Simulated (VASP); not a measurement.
# W (P6/mmm) in VASP: a series of runs, part 2 of 2

VASP 6.6.1. Earlier steps stand in the parts before.

## Step 4: Single point, PBEsol

INCAR reads:

```
SYSTEM = W
ALGO = Fast
EDIFF = 1E-6
ENCUT = 520
GGA = PS
ISIF = 2
ISMEAR = 0
LASPH = .True.
LCHARG = .False.
LREAL = .False.
LWAVE = .False.
NBANDS = 28
NELM = 60
PREC = Accurate
SIGMA = 0.1
```

KPOINTS reads:

```
k-points
0
Gamma
  12 12 18
  0 0 0
```

POSCAR reads:

```
W
1.0
    4.6458625762      0.0000000000      0.0000000000
   -2.3229312881      4.0234350135      0.0000000000
    0.0000000000      0.0000000000      2.5781244121
W
3
Direct
    0.0000000000      0.0000000000      0.0000000000
    0.3333333333      0.6666666667      0.5000000000
    0.6666666667      0.3333333333      0.5000000000
```

Potentials or basis: VASP PAW PBE potentials, release 64 (W_sv).

Run with:

```sh
> cat potpaw_PBE.64/W_sv/POTCAR > POTCAR
> mpirun -np 1 vasp_std > vasp.out
```

OUTCAR:

```text
SYSTEM = W
   EDIFF = 1E-6
   ENCUT = 520
   GGA = PS
   ISIF = 2
   ISMEAR = 0
   LASPH = .True.
   LREAL = .False.
   NELM = 60
   PREC = Accurate

 ion  position               nearest neighbor table
   1  0.000  0.000  0.000-   2 2.98   3 2.98   2 2.98   3 2.98   3 2.98   3 2.98   2 2.98   2 2.98
                             3 2.98   3 2.98   2 2.98   2 2.98
   2  0.333  0.667  0.500-   3 2.68   3 2.68   3 2.68   1 2.98   1 2.98   1 2.98   1 2.98   1 2.98
                             1 2.98
   3  0.667  0.333  0.500-   2 2.68   2 2.68   2 2.68   1 2.98   1 2.98   1 2.98   1 2.98   1 2.98
                             1 2.98

  LATTYP: Found a hexagonal cell.
 ALAT       =     4.6458625762
 C/A-ratio  =     0.5549291159

  Lattice vectors:

 A1 = (   4.6458625762,   0.0000000000,   0.0000000000)
 A2 = (  -2.3229312881,   4.0234350135,   0.0000000000)
 A3 = (   0.0000000000,   0.0000000000,   2.5781244121)

Analysis of symmetry for initial positions (statically):
=====================================================================
 Subroutine PRICEL returns:
 Original cell was already a primitive cell.

 Routine SETGRP: Setting up the symmetry group for a
 hexagonal supercell.

 Subroutine GETGRP returns: Found 24 space group operations
 (whereof 24 operations were pure point group operations)
 out of a pool of 24 trial point group operations.

The static configuration has the point symmetry D_6h.

Analysis of symmetry for dynamics (positions and initial velocities):
=====================================================================
 Subroutine PRICEL returns:
 Original cell was already a primitive cell.

 Routine SETGRP: Setting up the symmetry group for a
 hexagonal supercell.

 Subroutine GETGRP returns: Found 24 space group operations
 (whereof 24 operations were pure point group operations)
[... 120 lines left out ...]
   EFERMI_NEDOS =   21; number of points for ismear=-14 and -15
   IALGO  =     68    algorithm
   IMIX   =      4    mixing-type and parameters
     AMIX     =   0.40;   BMIX     =  1.00
     AMIX_MAG =   1.60;   BMIX_MAG =  1.00
  volume/ion in A,a.u.               =      16.06       108.40
  Fermi-wavevector in a.u.,A,eV,Ry     =   1.563756  2.955069 33.270752  2.445331
  Thomas-Fermi vector in A             =   2.666480
   LORBIT       =      0    0 simple, 1 ext, 2 COOP (PROOUT), +10 PAW based schemes
   GGA     = PS    functional components
   LHFCALC =     F    Hartree Fock is set to
   AEXX    =    0.0000 exact exchange contribution
   IVDW    =     0    specifies the selected vdW correction
   LEPSILON=     F    determine dielectric tensor
   LRPA    =     F    only Hartree local field effects (RPA)
 non-spin polarized calculation
 RMM-DIIS sequential band-by-band and
 Gauss-broadening in eV      SIGMA  =   0.10
  energy-cutoff  :      520.00
  volume of cell :       48.19
 maximum number of plane-waves:      1314
 NGX is ok and might be reduce to    36

 number of electron      42.0000012 magnetization

 Free energy of the ion-electron system (eV)
  ---------------------------------------------------
  ext. energy  EPLUGINS =         0.00000000
  ---------------------------------------------------
  free energy    TOTEN  =       -39.74658529 eV

  energy without entropy =      -39.72336683  energy(sigma->0) =      -39.73497606

 E-fermi :  10.8727     XC(G=0): -13.6598

 val. band max:       10.8713653542   @ k =   0.4167   0.0000   0.5000
 cond. band min:      10.8731789516   @ k =   0.3333   0.2500   0.3889
 fundamental gap:      0.0018135974
 Fermi energy:        10.8727387510

 k-point     1 :       0.0000    0.0000    0.0000
  band No.  band energies     occupation
      1     -63.0804      2.00000
      2     -62.9017      2.00000
      3     -62.7958      2.00000
      4     -27.4915      2.00000
      5     -27.4915      2.00000
      6     -27.4300      2.00000
[... 733 lines left out ...]
     27      14.8233      0.00000
     28      15.7782      0.00000

 [... further k-points ...]

------------------------ aborting loop because EDIFF is reached ----------------------------------------

  FORCE on cell =-STRESS in cart. coord.  units (eV):
  Direction    XX          YY          ZZ          XY          YZ          ZX
  --------------------------------------------------------------------------------------
  -------------------------------------------------------------------------------------
  Total        0.1665356      0.1665356      0.3683150      0.0000000      0.0000000      0.0000000
  in kB        5.5366914      5.5366914     12.2451116      0.0000000      0.0000000      0.0000000
  external PRESSURE =       7.7728315 kB  Pullay stress =       0.0000000 kB

 VOLUME and BASIS-vectors are now :
 -----------------------------------------------------------------------------
  energy-cutoff  :      520.00
  volume of cell :       48.19
      direct lattice vectors                 reciprocal lattice vectors
     4.645862576  0.000000000  0.000000000     0.215245282  0.124271921  0.000000000
    -2.322931288  4.023435014  0.000000000     0.000000000  0.248543843  0.000000000
     0.000000000  0.000000000  2.578124412     0.000000000  0.000000000  0.387878876

 POSITION                                       TOTAL-FORCE (eV/Angst)
 -----------------------------------------------------------------------------------
      0.00000      0.00000      0.00000         0.000000      0.000000      0.000000
     -0.00000      2.68229      1.28906         0.000000      0.000000      0.000000
      2.32293      1.34115      1.28906        -0.000000      0.000000      0.000000
 -----------------------------------------------------------------------------------
    total drift:                                0.000000      0.000000     -0.000000

  FREE ENERGIE OF THE ION-ELECTRON SYSTEM (eV)
  ---------------------------------------------------
  free  energy   TOTEN  =       -39.7465852857 eV

  energy  without entropy=      -39.7233668251  energy(sigma->0) =      -39.73497606
```

It took 2.9 min on 1 thread of Intel Xeon Platinum 8259CL at 2.50GHz (Skylake/Cascade Lake), shared host; peak memory 0.3 GiB.

Results:

* Free energy: -39.7466 eV
* Pressure: 0.8 GPa
* Band gap on the k mesh: zero (bands 21 and 22 overlap by 0.94 eV)

Stress tensor (GPa, compression positive):
```
0.55 0.00 0.00
0.00 0.55 0.00
0.00 0.00 1.22
```

Levels at points of the mesh, in eV from the Fermi level:
```
           k point  band 18  band 19  band 20  band 21  band 22  band 23  band 24  band 25
(0.00, 0.00, 0.00)    -2.52    -2.52    -2.37    -0.35    -0.35     2.22     2.22     2.28
(0.50, 0.00, 0.00)    -2.88    -2.33    -2.20     0.38     1.04     2.43     2.47     2.54
(0.00, 0.00, 0.50)    -2.65    -1.16    -1.16     0.25     0.25     3.24     3.24     4.11
(0.50, 0.00, 0.50)    -2.39    -1.88    -0.27    -0.14     0.26     1.33     2.63     3.28
```

Caveat: the PAW data sets were made with another functional, which shifts forces and pressure a little; spin-orbit coupling is left out, which moves the levels of the heavy elements.

## Step 5: Single point, PBEsol

This run uses another cell than the first one: it holds 1 atom, not 3.

INCAR reads:

```
SYSTEM = W
PREC     = Accurate       ! precision mode
ENCUT    = 520            ! plane-wave cutoff, eV
EDIFF    = 1E-6           ! SCF threshold, eV
ISMEAR   = 0              ! smearing method
SIGMA    = 0.1            ! smearing width, eV
LREAL    = .False.        ! projectors in reciprocal space
LASPH    = .True.         ! aspherical terms in the spheres
NELM     = 80             ! most SCF steps
ALGO     = Normal         ! electronic algorithm
ISIF     = 2              ! what is computed and relaxed
LWAVE    = .False.        ! write WAVECAR
LCHARG   = .True.         ! write CHGCAR
GGA      = PS             ! functional
LELF     = .True.         ! ELF
LVHAR    = .True.       
NBANDS   = 13             ! bands
```

KPOINTS reads:

```
regular mesh
0
Gamma
  9 9 6
  0 0 0
```

POSCAR reads:

```
W
1.0
    2.7617846990      0.0000000000      0.0000000000
   -1.3808923495      2.3917757091      0.0000000000
    0.0000000000      0.0000000000      2.5546169029
W
1
Direct
    0.0000000000      0.0000000000      0.0000000000
```

Run with:

```sh
> cat potpaw_PBE.64/W_sv/POTCAR > POTCAR
> mpirun -np 1 vasp_std > vasp.out
```

Run time: 4.9 s. Hardware: 1 thread of Intel Xeon Platinum 8375C at 2.90GHz (Ice Lake), shared host; peak memory 0.14 GiB.

The run converged. Its results:

```yaml
Free_energy: -12.6970 eV
Pressure: 0.6 GPa
Band_gap_on_the_k_mesh: zero (bands 7 and 8 overlap by 1.54 eV)
```

Stress tensor (GPa, compression positive):
```
0.36 0.00 0.00
0.00 0.36 0.00
0.00 0.00 1.01
```

Levels at points of the mesh, in eV from the Fermi level:
```
           k point  band 5  band 6  band 7  band 8  band 9  band 10
(0.00, 0.00, 0.00)   -8.98   -4.53   -0.70   -0.70    5.34     5.34
(0.00, 0.00, 0.50)   -5.23   -0.67    0.31    0.31    1.14     1.14
```

Caveat: the k points lie up to 0.41 Å⁻¹ apart, too coarse for converged energies and pressures of a metal; the PAW data sets were made with another functional, which shifts forces and pressure a little; spin-orbit coupling is left out, which moves the levels of the heavy elements.

## Step 6: Relaxation of cell and atoms, PBEsol

This run uses another cell than the first one: it holds 1 atom, not 3.

INCAR reads:

```
SYSTEM = W
PREC = Accurate
ENCUT = 600
EDIFF = 1E-6
ISMEAR = 0
SIGMA = 0.1
LREAL = .False.
LASPH = .True.
NELM = 60
ALGO = Fast
ISIF = 3
LWAVE = .False.
LCHARG = .False.
GGA = PS
IBRION = 2
NSW = 90
EDIFFG = -0.04
```

KPOINTS reads:

```
Automatic mesh
0
Gamma
  9 9 6
  0 0 0
```

POSCAR reads:

```
W
1.0
    2.7149412435      0.0000000000      0.0000000000
   -1.3574706217      2.3512080866      0.0000000000
    0.0000000000      0.0000000000      2.5367732244
W
1
Direct
    0.0000000000      0.0000000000      0.0000000000
```

Potentials or basis: VASP PAW PBE potentials, release 64 (W_sv).

Run with:

```sh
> cat potpaw_PBE.64/W_sv/POTCAR > POTCAR
> mpirun -np 1 vasp_std > vasp.out
```

OUTCAR:

```text
SYSTEM = W
   PREC = Accurate
   ENCUT = 600
   EDIFF = 1E-6
   ISMEAR = 0
   LREAL = .False.
   LASPH = .True.
   NELM = 60
   ISIF = 3
   GGA = PS
   IBRION = 2
   NSW = 90
   EDIFFG = -0.04

 ion  position               nearest neighbor table
   1  0.000  0.000  0.000-

  LATTYP: Found a hexagonal cell.
 ALAT       =     2.7149412435
 C/A-ratio  =     0.9343750000

  Lattice vectors:

 A1 = (   2.7149412435,   0.0000000000,   0.0000000000)
 A2 = (  -1.3574706217,   2.3512080866,   0.0000000000)
 A3 = (   0.0000000000,   0.0000000000,   2.5367732244)

Analysis of symmetry for initial positions (statically):
=====================================================================
 Subroutine PRICEL returns:
 Original cell was already a primitive cell.

 Routine SETGRP: Setting up the symmetry group for a
 hexagonal supercell.

 Subroutine GETGRP returns: Found 24 space group operations
 (whereof 24 operations were pure point group operations)
 out of a pool of 24 trial point group operations.

The static configuration has the point symmetry D_6h.

Analysis of symmetry for dynamics (positions and initial velocities):
=====================================================================
 Subroutine PRICEL returns:
 Original cell was already a primitive cell.

 Routine SETGRP: Setting up the symmetry group for a
 hexagonal supercell.

 Subroutine GETGRP returns: Found 24 space group operations
 (whereof 24 operations were pure point group operations)
 out of a pool of 24 trial point group operations.

The dynamic configuration has the point symmetry D_6h.

 Subroutine INISYM returns: Found 24 space group operations
 (whereof 24 operations are pure point group operations),
 and found     1 'primitive' translations

----------------------------------------------------------------------------------------

                                     Primitive cell

[... 118 lines left out ...]
   LRPA    =     F    only Hartree local field effects (RPA)
 conjugate gradient relaxation of ions
 non-spin polarized calculation
 RMM-DIIS sequential band-by-band and
 Gauss-broadening in eV      SIGMA  =   0.10
  energy-cutoff  :      600.00
  volume of cell :       16.19
 maximum number of plane-waves:       562
 NGX is ok and might be reduce to    24

--------------------------------------- Ionic step        1  -------------------------------------------

 number of electron      14.0000000 magnetization

 Free energy of the ion-electron system (eV)
  ---------------------------------------------------
  ext. energy  EPLUGINS =         0.00000000
  ---------------------------------------------------
  free energy    TOTEN  =       -12.66813935 eV

  energy without entropy =      -12.66120762  energy(sigma->0) =      -12.66467348

------------------------ aborting loop because EDIFF is reached ----------------------------------------

  FORCE on cell =-STRESS in cart. coord.  units (eV):
  Direction    XX          YY          ZZ          XY          YZ          ZX
  --------------------------------------------------------------------------------------
  -------------------------------------------------------------------------------------
  Total        1.4237231      1.4237231      0.9414146      0.0000000      0.0000000      0.0000000
  in kB      140.8649576    140.8649576     93.1447444      0.0000000      0.0000000      0.0000000
  external PRESSURE =     124.9582199 kB  Pullay stress =       0.0000000 kB
[... 22 lines left out ...]
--------------------------------------- Ionic step        2  -------------------------------------------

 number of electron      13.9999997 magnetization

 E-fermi :   8.4420     XC(G=0): -12.5848

 val. band max:        8.4402425822   @ k =   0.1111  -0.0000   0.5000
 cond. band min:       8.4699304000   @ k =   0.3333   0.3333   0.3333
 fundamental gap:      0.0296878177
 Fermi energy:         8.4419987726

 k-point     1 :       0.0000    0.0000    0.0000
  band No.  band energies     occupation
      1     -65.6255      2.00000
      2     -29.3744      2.00000
      3     -29.3744      2.00000
      4     -29.2970      2.00000
      5       0.1586      2.00000
      6       4.5377      2.00000
      7       7.8755      2.00000
      8       7.8755      2.00000
      9      12.8486      0.00000
     10      12.8486      0.00000
     11      20.8496      0.00000
[... 496 lines left out ...]
--------------------------------------- Ionic step        7  -------------------------------------------

 number of electron      13.9999999 magnetization

 Free energy of the ion-electron system (eV)
  ---------------------------------------------------
  ext. energy  EPLUGINS =         0.00000000
  ---------------------------------------------------
  free energy    TOTEN  =       -12.69716795 eV

  energy without entropy =      -12.68951198  energy(sigma->0) =      -12.69333996

 E-fermi :  10.1302     XC(G=0): -13.3019

 val. band max:       10.1290834841   @ k =   0.3333   0.1111   0.3333
 cond. band min:      10.1304030737   @ k =   0.3333   0.0000   0.5000
 fundamental gap:      0.0013195896
 Fermi energy:        10.1302260306

 k-point     1 :       0.0000    0.0000    0.0000
  band No.  band energies     occupation
      1     -63.7373      2.00000
      2     -27.3280      2.00000
      3     -27.3280      2.00000
      4     -27.2683      2.00000
      5       1.1600      2.00000
      6       5.6124      2.00000
      7       9.4319      2.00000
      8       9.4319      2.00000
      9      15.4318      0.00000
     10      15.4318      0.00000
     11      22.8402      0.00000
[... 350 lines left out ...]
  FREE ENERGIE OF THE ION-ELECTRON SYSTEM (eV)
  ---------------------------------------------------
  free  energy   TOTEN  =       -12.6971679456 eV

  energy  without entropy=      -12.6895119820  energy(sigma->0) =      -12.69333996

 reached required accuracy - stopping structural energy minimisation
```

OSZICAR:

```text
N       E                     dE             d eps       ncg     rms          rms(c)
DAV:   1     0.840774645288E+02    0.84077E+02   -0.83418E+03  1064   0.156E+03
DAV:   2    -0.114825340111E+02   -0.95560E+02   -0.92225E+02  1146   0.359E+02
DAV:   3    -0.131511878306E+02   -0.16687E+01   -0.16468E+01  1200   0.463E+01
DAV:   4    -0.131622372780E+02   -0.11049E-01   -0.11036E-01  1134   0.386E+00
[... 58 lines left out ...]
DAV:   1    -0.126984126016E+02   -0.13312E-02   -0.21724E-02  1062   0.186E+00    0.187E-01
RMM:   2    -0.126973314991E+02    0.10811E-02   -0.73964E-04  1056   0.274E-01    0.712E-02
RMM:   3    -0.126971682146E+02    0.16328E-03   -0.32118E-04  1056   0.176E-01    0.160E-02
RMM:   4    -0.126971679209E+02    0.29365E-06   -0.19871E-05  1069   0.566E-02    0.497E-03
RMM:   5    -0.126971679456E+02   -0.24629E-07   -0.43033E-06   852   0.259E-02
   7 F= -.12697168E+02 E0= -.12693340E+02  d E =-.133971E-03
```

Wall time 24 s (1 thread of Intel Xeon Platinum 8375C at 2.90GHz (Ice Lake), shared host); peak memory 0.15 GiB.

Results:

- Free energy: -12.6972 eV
- Relaxed volume: 16.93 Å³/atom
- Relaxed cell: a = 2.764 Å, b = 2.764 Å, c = 2.560 Å, α = 90.00°, β = 90.00°, γ = 120.00°
- Space group after relaxing (to 0.1 Å): P6/mmm (No. 191)
- Energy gained by relaxing: 29.0 meV/atom
- Ionic steps: 7
- Pressure after relaxing: -0.1 GPa
- Band gap on the k mesh: zero (bands 7 and 8 overlap by 1.53 eV)

Step by step:
```tsv
step	energy change (eV)	largest force (eV/Å)	pressure (GPa)	volume (Å³)
1	0.0000	0.0000	12.50	16.19
2	0.1964	0.0000	-26.43	19.33
3	-0.0288	0.0000	-0.83	16.97
4	-0.0289	0.0000	-0.02	16.93
5	-0.0289	0.0000	-0.13	16.94
6	-0.0289	0.0000	-0.01	16.93
7	-0.0290	0.0000	-0.11	16.93
```

Final structure:
```
CELL_PARAMETERS angstrom
2.76376 0.00000 0.00000
-1.38188 2.39349 0.00000
0.00000 0.00000 2.55997
ATOMIC_POSITIONS crystal
W 0.00000 0.00000 0.00000
```

Caveat: the k points lie up to 0.41 Å⁻¹ apart in the final cell, too coarse for converged energies and pressures of a metal; the PAW data sets were made with another functional, which shifts forces and pressure a little; spin-orbit coupling is left out, which moves the levels of the heavy elements.

## Step 7: Summary

| task | cell | k mesh | cutoff (eV) | gap on the mesh (eV) | pressure (GPa) | relaxed volume (Å³/atom) |
| --- | --- | --- | --- | --- | --- | --- |
| single point | a = 4.655, b = 4.655, c = 2.565 Å, angles 90.0, 90.0, 120.0°, 3 atoms, atomic positions A | 6 × 6 × 6 | 520 | none | 0.8 | - |
| relaxation of cell and atoms | relaxed from a = 4.712, b = 4.712, c = 2.889 Å, angles 90.0, 90.0, 120.0°, 3 atoms, atomic positions A | 6 × 6 × 6 | 600 | none | 0.0 | 16.09 |
| single point | a = 4.646, b = 4.646, c = 2.578 Å, angles 90.0, 90.0, 120.0°, 3 atoms, atomic positions A | 12 × 12 × 18 | 520 | none | 0.8 | - |
| single point | a = 2.762, b = 2.762, c = 2.555 Å, angles 90.0, 90.0, 120.0°, 1 atom, atomic positions B | 9 × 9 × 6 | 520 | none | 0.6 | - |
| relaxation of cell and atoms | relaxed from a = 2.715, b = 2.715, c = 2.537 Å, angles 90.0, 90.0, 120.0°, 1 atom, atomic positions B | 9 × 9 × 6 | 600 | none | -0.1 | 16.93 |

Alike in all rows: level PBEsol; potentials or basis VASP PAW PBE potentials, release 64 (W_sv); no spin polarisation; smearing gaussian 0.1 eV.

Caveats: some runs use coarse meshes; the PAW data sets were made with another functional, which shifts forces and pressure a little; spin-orbit coupling is left out, which moves the levels of the heavy elements.

Total energies depend on the potentials used, so only differences within one code and one set of settings carry meaning.
